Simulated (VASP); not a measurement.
# Al2O3 (R-3c) in VASP: further runs

Al2O3 is run at these levels: r2SCAN; tasks: single point.

All numbers are computed with VASP 6.6.1; they aren't measurements. Logs are shortened: lines on timing, memory, paths and dates and some standing lists are left out, and cuts for length are marked.

## Step 1: The cell of the first run

Symmetry: R-3c, No. 167, trigonal system. Conventional cell: a = 4.521 Å, b = 4.521 Å, c = 12.345 Å, α = 90.00°, β = 90.00°, γ = 120.00°. Al (site symmetry 3) has 6 O at 1.76 to 1.87 Å within 2.3 Å. Within 2.3 Å of O (site symmetry 2) lie 4 Al at 1.76 to 1.87 Å.

## Step 2: Single point, r2SCAN (strain -0.050 along x and y, -0.050 along z)

POSCAR reads:

```
Al2O3
1.0
    2.2605928790      1.3051539072      4.1150540224
   -2.2605928790      1.3051539072      4.1150540224
    0.0000000000     -2.6103078145      4.1150540223
Al O
4 6
Direct
    0.8519165699      0.8519165699      0.8519165699
    0.6480834301      0.6480834301      0.6480834301
    0.1480834301      0.1480834301      0.1480834301
    0.3519165699      0.3519165699      0.3519165699
    0.0563854984      0.4436145016      0.7500000000
    0.7500000000      0.0563854984      0.4436145016
    0.4436145016      0.7500000000      0.0563854984
    0.9436145016      0.5563854984      0.2500000000
    0.2500000000      0.9436145016      0.5563854984
    0.5563854984      0.2500000000      0.9436145016
```

INCAR.step1 reads:

```
  ALGO = Normal
  EDIFF = 1E-4
  ENCUT = 520
  GGA = PE
  ISMEAR = 0
  LASPH = True
  LCHARG = False
  LREAL = False
  LWAVE = True
  NBANDS = 35
  NELM = 80
  PREC = Accurate
  SIGMA = 0.05
```

INCAR.step2 reads:

```
  ALGO = Normal
  EDIFF = 1E-7
  ENCUT = 520
  ISIF = 2
  ISMEAR = 0
  ISTART = 1
  LASPH = True
  LCHARG = False
  LMIXTAU = True
  LREAL = False
  LWAVE = False
  METAGGA = R2SCAN
  NBANDS = 35
  NELM = 80
  PREC = Accurate
  SIGMA = 0.05
```

KPOINTS reads:

```
k-points
0
Gamma
  6 6 6
```

Potentials or basis: VASP PAW PBE potentials, release 64 (Al, O).

Run with:

```sh
$ cat potpaw_PBE.64/Al/POTCAR potpaw_PBE.64/O/POTCAR > POTCAR
$ cp INCAR.step1 INCAR
$ mpirun -np 1 vasp_std > vasp.out
$ cp INCAR.step2 INCAR
$ mpirun -np 1 vasp_std > vasp.out
```

OUTCAR:

```text
EDIFF = 1E-7
   ENCUT = 520
   ISIF = 2
   ISMEAR = 0
   ISTART = 1
   LASPH = True
   LREAL = False
   METAGGA = R2SCAN
   NELM = 80
   PREC = Accurate

 ion  position               nearest neighbor table
   1  0.852  0.852  0.852-  10 1.76   8 1.76   9 1.76   6 1.87   5 1.87   7 1.87   2 2.52   3 2.65
                             3 2.65   3 2.65   2 3.06   2 3.06   2 3.06   4 3.32   4 3.32   4 3.32
   2  0.648  0.648  0.648-   9 1.76   8 1.76  10 1.76   7 1.87   5 1.87   6 1.87   1 2.52   4 2.65
                             4 2.65   4 2.65   1 3.06   1 3.06   1 3.06   3 3.32   3 3.32   3 3.32
   3  0.148  0.148  0.148-   7 1.76   5 1.76   6 1.76   9 1.87   8 1.87  10 1.87   4 2.52   1 2.65
                             1 2.65   1 2.65   4 3.06   4 3.06   4 3.06   2 3.32   2 3.32   2 3.32
   4  0.352  0.352  0.352-   6 1.76   5 1.76   7 1.76  10 1.87   8 1.87   9 1.87   3 2.52   2 2.65
                             2 2.65   2 2.65   3 3.06   3 3.06   3 3.06   1 3.32   1 3.32   1 3.32
   5  0.056  0.444  0.750-   3 1.76   4 1.76   1 1.87   2 1.87
   6  0.750  0.056  0.444-   4 1.76   3 1.76   1 1.87   2 1.87
   7  0.444  0.750  0.056-   3 1.76   4 1.76   2 1.87   1 1.87
   8  0.944  0.556  0.250-   1 1.76   2 1.76   3 1.87   4 1.87
   9  0.250  0.944  0.556-   2 1.76   1 1.76   3 1.87   4 1.87
  10  0.556  0.250  0.944-   1 1.76   2 1.76   4 1.87   3 1.87

  LATTYP: Found a trigonal (rhomboedric) cell.
 ALAT       =     4.8731279989
 COS(alpha) =     0.5696130757

  Lattice vectors:

 A1 = (   2.2605928790,   1.3051539072,   4.1150540224)
 A2 = (  -2.2605928790,   1.3051539072,   4.1150540224)
 A3 = (   0.0000000000,  -2.6103078145,   4.1150540223)

Analysis of symmetry for initial positions (statically):
=====================================================================
 Subroutine PRICEL returns:
 Original cell was already a primitive cell.

 Routine SETGRP: Setting up the symmetry group for a
 trigonal (rhombohedral) supercell.

 Subroutine GETGRP returns: Found 12 space group operations
 (whereof  6 operations were pure point group operations)
 out of a pool of 12 trial point group operations.

The static configuration has the point symmetry S_6 .
 The point group associated with its full space group is D_3d.

Analysis of symmetry for dynamics (positions and initial velocities):
=====================================================================
 Subroutine PRICEL returns:
 Original cell was already a primitive cell.

 Routine SETGRP: Setting up the symmetry group for a
 trigonal (rhombohedral) supercell.
[... 126 lines left out ...]
   IBRION =     -1    ionic relax: 0-MD 1-quasi-New 2-CG
   NFREE  =      0    steps in history (QN), initial steepest desc. (CG)
   ISIF   =      2    stress and relaxation
   ISYM   =      2    0-nonsym 1-usesym 2-fastsym
   POTIM  = 0.5000    time-step for ionic-motion
   TEBEG  =    0.0;   TEEND  =   0.0 temperature during run
   PSTRESS=    0.0 pullay stress
   NELECT =      48.0000    total number of electrons
   NUPDOWN=      -1.0000    fix difference up-down
   EMIN   =  10.00;   EMAX   =-10.00  energy-range for DOS
   EFERMI =   0.00;   METHOD = LEGACY
   ISMEAR =     0;   SIGMA  =   0.05  broadening in eV -4-tet -1-fermi 0-gaus
   EFERMI_NEDOS =   21; number of points for ismear=-14 and -15
   IALGO  =     38    algorithm
   IMIX   =      4    mixing-type and parameters
     AMIX     =   0.40;   BMIX     =  1.00
     AMIX_MAG =   1.60;   BMIX_MAG =  1.00
  volume/ion in A,a.u.               =       7.28        49.16
  Fermi-wavevector in a.u.,A,eV,Ry     =   1.424574  2.692054 27.611806  2.029411
  Thomas-Fermi vector in A             =   2.545050
   LORBIT       =      0    0 simple, 1 ext, 2 COOP (PROOUT), +10 PAW based schemes
   METAGGA = R2SCAN    functional components
   LHFCALC =     F    Hartree Fock is set to
   AEXX    =    0.0000 exact exchange contribution
   IVDW    =     0    specifies the selected vdW correction
   LEPSILON=     F    determine dielectric tensor
   LRPA    =     F    only Hartree local field effects (RPA)
 non-spin polarized calculation
 Gauss-broadening in eV      SIGMA  =   0.05
  energy-cutoff  :      520.00
  volume of cell :       72.85
 maximum number of plane-waves:      1998
   NGX = 19   NGY = 19   NGZ = 19

 number of electron      47.9999976 magnetization

 Free energy of the ion-electron system (eV)
  ---------------------------------------------------
  ext. energy  EPLUGINS =         0.00000000
  ---------------------------------------------------
  free energy    TOTEN  =       -94.48578322 eV

  energy without entropy =      -94.48578322  energy(sigma->0) =      -94.48578322

 E-fermi :   7.8160     XC(G=0): -13.0545

 val. band max:        7.6048163047   @ k =   0.0000   0.0000   0.0000
 cond. band min:      16.8431984133   @ k =   0.0000   0.0000   0.0000
 fundamental gap:      9.2383821086
 Fermi energy:         7.8159953694

 k-point     1 :       0.0000    0.0000    0.0000
  band No.  band energies     occupation
      1     -13.8943      2.00000
      2     -10.9581      2.00000
      3     -10.5818      2.00000
      4     -10.5818      2.00000
      5     -10.2180      2.00000
      6     -10.2180      2.00000
[... 901 lines left out ...]
     34      23.1653      0.00000
     35      24.0877      0.00000

 [... further k-points ...]
[... 5 lines left out ...]
  --------------------------------------------------------------------------------------
  -------------------------------------------------------------------------------------
  Total       24.9371593     24.9371593     23.1075861      0.0000000      0.0000000      0.0000000
  in kB      548.4621821    548.4621822    508.2229688      0.0000000      0.0000000      0.0000000
  external PRESSURE =     535.0491110 kB  Pullay stress =       0.0000000 kB

 VOLUME and BASIS-vectors are now :
 -----------------------------------------------------------------------------
  energy-cutoff  :      520.00
  volume of cell :       72.85
      direct lattice vectors                 reciprocal lattice vectors
     2.260592879  1.305153907  4.115054022     0.221180914  0.127698860  0.081003392
    -2.260592879  1.305153907  4.115054022    -0.221180914  0.127698860  0.081003392
     0.000000000 -2.610307815  4.115054022     0.000000000 -0.255397721  0.081003392

 POSITION                                       TOTAL-FORCE (eV/Angst)
 -----------------------------------------------------------------------------------
      0.00000     -0.00000     10.51705         0.000000      0.000000     -0.142551
      0.00000     -0.00000      8.00069         0.000000     -0.000000      0.142551
      0.00000     -0.00000      1.82811         0.000000     -0.000000      0.142551
      0.00000     -0.00000      4.34447         0.000000      0.000000     -0.142551
     -0.87537     -1.30515      5.14382         0.197722      0.000000     -0.000000
      1.56798     -0.10551      5.14382        -0.098861      0.171233      0.000000
     -0.69261      1.41067      5.14382        -0.098861     -0.171233     -0.000000
      0.87537      1.30515      7.20134        -0.197722      0.000000     -0.000000
     -1.56798      0.10551      7.20134         0.098861     -0.171233     -0.000000
      0.69261     -1.41067      7.20134         0.098861      0.171233      0.000000
 -----------------------------------------------------------------------------------
    total drift:                                0.000000     -0.000000      0.000000

  FREE ENERGIE OF THE ION-ELECTRON SYSTEM (eV)
  ---------------------------------------------------
  free  energy   TOTEN  =       -94.4857832196 eV

  energy  without entropy=      -94.4857832196  energy(sigma->0) =      -94.48578322
```

OUTCAR.step1:

```text
EDIFF = 1E-4
   ENCUT = 520
   GGA = PE
   ISMEAR = 0
[... 1171 lines left out ...]
     -0.69261      1.41067      5.14382        -0.111841     -0.193713     -0.000000
      0.87537      1.30515      7.20134        -0.223681     -0.000000     -0.000000
     -1.56798      0.10551      7.20134         0.111841     -0.193713     -0.000000
      0.69261     -1.41067      7.20134         0.111841      0.193713      0.000000
 -----------------------------------------------------------------------------------
    total drift:                                0.000000     -0.000000      0.000000

  FREE ENERGIE OF THE ION-ELECTRON SYSTEM (eV)
  ---------------------------------------------------
  free  energy   TOTEN  =       -72.3555153755 eV

  energy  without entropy=      -72.3555153755  energy(sigma->0) =      -72.35551538
```

OSZICAR.step1:

```text
N       E                     dE             d eps       ncg     rms          rms(c)
DAV:   1     0.228189300552E+03    0.22819E+03   -0.26128E+04  2240   0.133E+03
DAV:   2    -0.703688686042E+02   -0.29856E+03   -0.29073E+03  2815   0.301E+02
DAV:   3    -0.811497117121E+02   -0.10781E+02   -0.10753E+02  2933   0.574E+01
DAV:   4    -0.812240158003E+02   -0.74304E-01   -0.74276E-01  2752   0.549E+00
DAV:   5    -0.812248591573E+02   -0.84336E-03   -0.84327E-03  2863   0.580E-01    0.192E+01
DAV:   6    -0.723647892169E+02    0.88601E+01   -0.27674E+01  2722   0.292E+01    0.677E+00
DAV:   7    -0.723352320884E+02    0.29557E-01   -0.13508E+00  2776   0.587E+00    0.347E+00
DAV:   8    -0.723518878294E+02   -0.16656E-01   -0.88363E-02  2650   0.220E+00    0.742E-01
DAV:   9    -0.723551456550E+02   -0.32578E-02   -0.27262E-02  2920   0.929E-01    0.369E-01
DAV:  10    -0.723555269393E+02   -0.38128E-03   -0.65862E-04  2498   0.161E-01    0.853E-02
DAV:  11    -0.723555153755E+02    0.11564E-04   -0.29092E-04  2520   0.101E-01
   1 F= -.72355515E+02 E0= -.72355515E+02  d E =-.281015E-11
```

It took 3.4 min on 1 thread of Intel Xeon Platinum 8488C (Sapphire Rapids), shared host; peak memory 0.23 GiB.

Results:

| Item | Value |
| --- | --- |
| Free energy | -94.4858 eV |
| Pressure | 53.5 GPa |
| Largest force | 0.198 eV/Å |
| Band gap on the k mesh | 9.24 eV |

Forces on the atoms (eV/Å):
```
Al   0.000  0.000 -0.143
Al   0.000  0.000  0.143
Al   0.000  0.000  0.143
Al   0.000  0.000 -0.143
O    0.198  0.000  0.000
O   -0.099  0.171  0.000
O   -0.099 -0.171  0.000
O   -0.198  0.000  0.000
O    0.099 -0.171  0.000
O    0.099  0.171  0.000
```

Caveat: the cell differs from its parent crystal (strain -0.050 along x and y, -0.050 along z); the cell stands under pressure; the PAW data sets were made with another functional, which shifts forces and pressure a little. A k mesh can miss the band edges.

## Step 3: Single point, r2SCAN (strain -0.050 along x and y, -0.025 along z)

POSCAR, as its differences from that of step 2:

```diff
@@ -2,5 +2,5 @@
 1.0
-    2.2605928790      1.3051539072      4.1150540224
-   -2.2605928790      1.3051539072      4.1150540224
-    0.0000000000     -2.6103078145      4.1150540223
+    2.2605928790      1.3051539072      4.2233449177
+   -2.2605928790      1.3051539072      4.2233449177
+    0.0000000000     -2.6103078145      4.2233449177
 Al O
```

INCAR.step1 reads:

```
ALGO = Normal ; EDIFF = 1E-4
ENCUT = 520 ; GGA = PE
ISMEAR = 0 ; LASPH = True
LCHARG = False ; LREAL = False
LWAVE = True ; NBANDS = 35
NELM = 60 ; PREC = Accurate
SIGMA = 0.05
```

INCAR.step2 reads:

```
ALGO = Normal ; EDIFF = 1E-6
ENCUT = 520 ; ISIF = 2
ISMEAR = 0 ; ISTART = 1
LASPH = True ; LCHARG = False
LMIXTAU = True ; LREAL = False
LWAVE = False ; METAGGA = R2SCAN
NBANDS = 35 ; NELM = 60
PREC = Accurate ; SIGMA = 0.05
```

KPOINTS is that of step 2.

Potentials or basis: VASP PAW PBE potentials, release 64 (Al, O).

Run with:

```sh
$ cat potpaw_PBE.64/Al/POTCAR potpaw_PBE.64/O/POTCAR > POTCAR
$ cp INCAR.step1 INCAR
$ mpirun -np 1 vasp_std > vasp.out
$ cp INCAR.step2 INCAR
$ mpirun -np 1 vasp_std > vasp.out
```

It took 4.9 min on 1 thread of Intel Xeon Platinum 8488C (Sapphire Rapids), shared host; peak memory 0.27 GiB.

Results (log left out):

| Item | Value |
| --- | --- |
| Free energy | -94.9804 eV |
| Pressure | 42.6 GPa |
| Largest force | 0.408 eV/Å |
| Band gap on the k mesh | 8.90 eV |

Forces on the atoms (eV/Å):
```
Al   0.000  0.000 -0.408
Al   0.000  0.000  0.408
Al   0.000  0.000  0.408
Al   0.000  0.000 -0.408
O    0.192  0.000  0.000
O   -0.096  0.167  0.000
O   -0.096 -0.167  0.000
O   -0.192  0.000  0.000
O    0.096 -0.167  0.000
O    0.096  0.167  0.000
```

Stress tensor (GPa, compression positive):
```
48.33  0.00  0.00
 0.00 48.33  0.00
 0.00  0.00 31.23
```

Levels at points of the mesh, in eV from the valence-band top:
| k point | band 20 | band 21 | band 22 | band 23 | band 24 | band 25 | band 26 | band 27 | band 28 | band 29 |
| --- | --- | --- | --- | --- | --- | --- | --- | --- | --- | --- |
| (0.00, 0.00, 0.00) | -0.66 | -0.66 | -0.22 | 0.00 | 0.00 | 8.90 | 11.42 | 13.43 | 13.43 | 13.59 |
| (0.50, 0.00, 0.00) | -1.58 | -1.18 | -1.18 | -0.46 | -0.46 | 11.60 | 11.60 | 12.15 | 12.15 | 13.70 |
| (0.50, 0.50, 0.00) | -1.64 | -1.27 | -1.10 | -1.05 | -0.42 | 11.35 | 12.12 | 12.19 | 12.97 | 13.32 |
| (0.50, 0.50, 0.50) | -2.50 | -0.41 | -0.41 | -0.41 | -0.41 | 11.17 | 11.17 | 13.31 | 13.31 | 14.81 |

Caveat: the cell differs from its parent crystal (strain -0.050 along x and y, -0.025 along z); the stress differs along the axes, from 31 to 48 GPa; the PAW data sets were made with another functional, which shifts forces and pressure a little. A k mesh can miss the band edges.

## Step 4: Single point, r2SCAN (strain -0.050 along x and y, +0.000 along z)

POSCAR, as its differences from that of step 3:

```diff
@@ -2,5 +2,5 @@
 1.0
-    2.2605928790      1.3051539072      4.2233449177
-   -2.2605928790      1.3051539072      4.2233449177
-    0.0000000000     -2.6103078145      4.2233449177
+    2.2605928790      1.3051539072      4.3316358130
+   -2.2605928790      1.3051539072      4.3316358130
+    0.0000000000     -2.6103078145      4.3316358130
 Al O
```

INCAR.step1 reads:

```
ALGO     = Normal         # electronic algorithm
EDIFF    = 1E-4           # SCF threshold, eV
ENCUT    = 520            # plane-wave cutoff, eV
GGA      = PE             # functional
ISMEAR   = 0              # smearing method
LASPH    = T              # aspherical terms in the spheres
LCHARG   = F              # write CHGCAR
LREAL    = F              # projectors in reciprocal space
LWAVE    = T              # write WAVECAR
NBANDS   = 35             # bands
NELM     = 80             # most SCF steps
PREC     = Accurate       # precision mode
SIGMA    = 0.05           # smearing width, eV
```

INCAR.step2 reads:

```
ALGO     = Normal         # electronic algorithm
EDIFF    = 1E-7           # SCF threshold, eV
ENCUT    = 520            # plane-wave cutoff, eV
ISIF     = 2              # what is computed and relaxed
ISMEAR   = 0              # smearing method
ISTART   = 1            
LASPH    = T              # aspherical terms in the spheres
LCHARG   = F              # write CHGCAR
LMIXTAU  = T            
LREAL    = F              # projectors in reciprocal space
LWAVE    = F              # write WAVECAR
METAGGA  = R2SCAN         # meta-GGA
NBANDS   = 35             # bands
NELM     = 80             # most SCF steps
PREC     = Accurate       # precision mode
SIGMA    = 0.05           # smearing width, eV
```

KPOINTS is that of step 3.

Run with:

```sh
$ cat potpaw_PBE.64/Al/POTCAR potpaw_PBE.64/O/POTCAR > POTCAR
$ cp INCAR.step1 INCAR
$ mpirun -np 1 vasp_std > vasp.out
$ cp INCAR.step2 INCAR
$ mpirun -np 1 vasp_std > vasp.out
```

It took 5.7 min on 1 thread of Intel Xeon Platinum 8488C (Sapphire Rapids), shared host; peak memory 0.27 GiB.

It converged, with:

| Item | Value |
| --- | --- |
| Free energy | -95.2519 eV |
| Pressure | 33.0 GPa |
| Largest force | 0.588 eV/Å |
| Band gap on the k mesh | 8.43 eV |

Forces on the atoms (eV/Å):
```
Al   0.000  0.000 -0.588
Al   0.000  0.000  0.588
Al   0.000  0.000  0.588
Al   0.000  0.000 -0.588
O    0.208  0.000  0.000
O   -0.104  0.180  0.000
O   -0.104 -0.180  0.000
O   -0.208  0.000  0.000
O    0.104 -0.180  0.000
O    0.104  0.180  0.000
```

Stress tensor (GPa, compression positive):
```
42.78  0.00  0.00
 0.00 42.78  0.00
 0.00  0.00 13.59
```

Levels at points of the mesh, in eV from the valence-band top:
| k point | band 21 | band 22 | band 23 | band 24 | band 25 | band 26 | band 27 | band 28 |
| --- | --- | --- | --- | --- | --- | --- | --- | --- |
| (0.00, 0.00, 0.00) | -0.64 | -0.51 | 0.00 | 0.00 | 8.43 | 11.37 | 12.75 | 12.75 |
| (0.50, 0.00, 0.00) | -1.22 | -1.22 | -0.57 | -0.57 | 11.32 | 11.32 | 11.48 | 11.48 |
| (0.50, 0.50, 0.00) | -1.29 | -1.24 | -1.05 | -0.53 | 11.40 | 11.58 | 11.93 | 12.47 |
| (0.50, 0.50, 0.50) | -0.38 | -0.38 | -0.38 | -0.38 | 10.94 | 10.94 | 12.91 | 12.91 |

Caveat: the cell differs from its parent crystal (strain -0.050 along x and y, +0.000 along z); the stress differs along the axes, from 14 to 43 GPa; the PAW data sets were made with another functional, which shifts forces and pressure a little.

## Step 5: Overview

```csv
cell,gap on the mesh (eV),pressure (GPa),largest force (eV/Å)
"a = 4.873 Å, angles 55.3°, 10 atoms",9.24,53.5,0.20
"a = 4.965 Å, angles 54.2°, 10 atoms",8.90,42.6,0.41
"a = 5.057 Å, angles 53.1°, 10 atoms",8.43,33.0,0.59
```

Alike in all rows: task single point; level r2SCAN; potentials or basis VASP PAW PBE potentials, release 64 (Al, O); no spin polarisation; k mesh 6 × 6 × 6; cutoff (eV) 520; smearing gaussian 0.05 eV.

Caveats: the PAW data sets were made with another functional, which shifts forces and pressure a little; the cell stands under pressure (at least some runs); the stress differs along the axes, from 31 to 48 GPa (at least some runs); the stress differs along the axes, from 14 to 43 GPa (at least some runs).

Total energies depend on the potentials used, so only differences within one code and one set of settings carry meaning.
